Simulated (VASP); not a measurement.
A run of VASP 6.6.1 is set up as follows.

Contents of INCAR:

```
  PREC = Accurate
  ENCUT = 500
  EDIFF = 1E-6
  ISMEAR = 0
  SIGMA = 0.05
  LREAL = F
  LASPH = T
  NELM = 200
  ALGO = Normal
  ISIF = 2
  LWAVE = F
  LCHARG = F
  LMAXMIX = 4
  LDAU = T
  LDAUTYPE = 2
  LDAUL = 2 -1
  LDAUU = 8 0
  LDAUJ = 0 0
  LDAUPRINT = 1
  GGA = PE
  IVDW = 12
  NBANDS = 35
  GGA_COMPAT = F
```

File KPOINTS:

```
Automatic mesh
0
Gamma
  12 12 4
```

Contents of POSCAR:

```
MoS2
1.0
    3.1493511256      0.0000000000      0.0000000000
   -1.5746755628      2.7274180802      0.0000000000
    0.0000000000      0.0000000000     11.7280312675
Mo S
2 4
Direct
    0.3333333333      0.6666666667      0.2500000000
    0.6666666667      0.3333333333      0.7500000000
    0.3333333333      0.6666666667      0.6204905688
    0.6666666667      0.3333333333      0.1204905688
    0.3333333333      0.6666666667      0.8795094312
    0.6666666667      0.3333333333      0.3795094312
```

Potentials or basis: VASP PAW PBE potentials, release 64 (Mo_sv, S).

Command:

```console
$ cat potpaw_PBE.64/Mo_sv/POTCAR potpaw_PBE.64/S/POTCAR > POTCAR
$ mpirun -np 1 vasp_std > vasp.out
```

**Question.** Estimate the dispersion energy per atom.

**Answer.** -0.452 eV.

**Question.** Predict the pressure.

**Answer.** 11.3 GPa.

**Question.** What does it give for the band gap on the k mesh?

**Answer.** 0.55 eV (least direct gap 1.20 eV).

Forces on the atoms (eV/Å):
```
Mo   0.000  0.000  0.000
Mo   0.000  0.000  0.000
S    0.000  0.000 -1.491
S    0.000  0.000 -1.491
S    0.000  0.000  1.491
S    0.000  0.000  1.491
```

Caveat: the stress differs along the axes, from 9 to 16 GPa; forces of over 1 eV/Å act on the atoms, so gaps and moduli don't describe the material at rest. A k mesh can miss the band edges.
